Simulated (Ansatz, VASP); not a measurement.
**One calculation of I, two programs**

```
CELL_PARAMETERS angstrom
2.57089 -3.76797 0.01043
2.57089 3.76797 0.01043
-1.63187 0.00000 2.26652
ATOMIC_POSITIONS crystal
I 0.50000 0.50000 0.50000
```

Alike in both runs: task single point; functional PBEsol; k mesh 12 × 12 × 18; occupations gaussian, width 0.1 eV; no spin polarisation.

|  | VASP | Ansatz |
| --- | --- | --- |
| version | VASP 6.6.1 | Ansatz 0.2.0 |
| potentials or method | VASP PAW PBE potentials, release 64 (I), cutoff 500 eV | scalar-relativistic, plane waves, PAW |
| valence electrons in the cell | 7 | 17 |

```csv
,VASP,Ansatz,Ansatz less VASP
gap on the k mesh at the Fermi level (eV),none,none,-
pressure (GPa),2.5,2.5,+0.01
"traceless stress, the component that is largest in VASP (GPa)",-5.06,-5.07,-0.008
```

VASP's potentials were made for PBE, not for PBEsol. A gap of «none» marks a metal or a gap that the smearing closes. VASP's potentials hold 7 valence electrons a cell and Ansatz's 17, so a difference there can come from the potentials and not from the codes.

Neither program's run includes spin-orbit coupling.
